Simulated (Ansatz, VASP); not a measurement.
**Two plane-wave programs on FePt**

The input INCAR:

```
PREC = Accurate
ENCUT = 520
EDIFF = 1E-6
ISMEAR = -1
SIGMA = 0.05
LREAL = F
LASPH = T
NELM = 150
ALGO = Fast
ISIF = 2
LWAVE = F
LCHARG = F
ISPIN = 2
MAGMOM = 0 -1.84
LORBIT = 11
LMAXMIX = 4
GGA = PE
NBANDS = 20
```

The input KPOINTS:

```
Automatic mesh
0
Gamma
  10 10 7
```

POSCAR

```
FePt
1.0
    2.7235000000      0.0000000000      0.0000000000
    0.0000000000      2.7235000000      0.0000000000
    0.0000000000      0.0000000000      3.7200000000
Pt Fe
1 1
Direct
    0.5000000000      0.5000000000      0.5000000000
    0.0000000000      0.0000000000      0.0000000000
```

The input input.yaml:

```yaml
crystal:
  lattice:
    - [2.7235, 0.0, 0.0]
    - [0.0, 2.7235, 0.0]
    - [0.0, 0.0, 3.72]
  atoms:
    - { symbol: Pt, position: [0.5, 0.5, 0.5] }
    - { symbol: Fe, position: [0.0, 0.0, 0.0], spin: -1.84 }
hamiltonian:
  xc: pbe
  pseudopotentials: { kind: paw }
magnetization:
  spin_polarized: true
kpoints:
  mp_grid: { grid: [10, 10, 7] }
scf:
  occupations: { method: fermi_dirac, width: 0.05 }
output:
  forces: true
  stress: true
  eigenvalues: true
```

Alike in both runs: task single point; functional PBE; k mesh 10 × 10 × 7; occupations fermi-dirac, width 0.05 eV; collinear spin.

|  | VASP | Ansatz |
| --- | --- | --- |
| version | VASP 6.6.1 | Ansatz 0.2.0 |
| potentials or method | VASP PAW PBE potentials, release 64 (Pt, Fe) | Ansatz PAW |
| plane-wave cutoff (eV) | 520 | 420 |
| valence electrons in the cell | 18 | 34 |

Ansatz gave:

- gap on the k mesh at the Fermi level (eV): none
- pressure (GPa): 3.4
- traceless stress, the component that is largest in VASP (GPa): 0.31
- net moment per atom (μB): 1.64
- size of the moment on the site where the two differ most (μB): 0.39

Problem. Which values does VASP return?

Solution. gap on the k mesh at the Fermi level (eV): none; pressure (GPa): 2.9; traceless stress, the component that is largest in VASP (GPa): 0.38; net moment per atom (μB): 1.64; size of the moment on the site where the two differ most (μB): 0.34.

Site moments also hang on the region over which each program counts them. A gap of «none» marks a metal or a gap that the smearing closes. With one functional, cell and mesh, what is left measures potentials, basis and numerics. VASP's potentials hold 18 valence electrons a cell and Ansatz's 34, so a difference there can come from the potentials and not from the codes.

Spin-orbit coupling is off throughout.
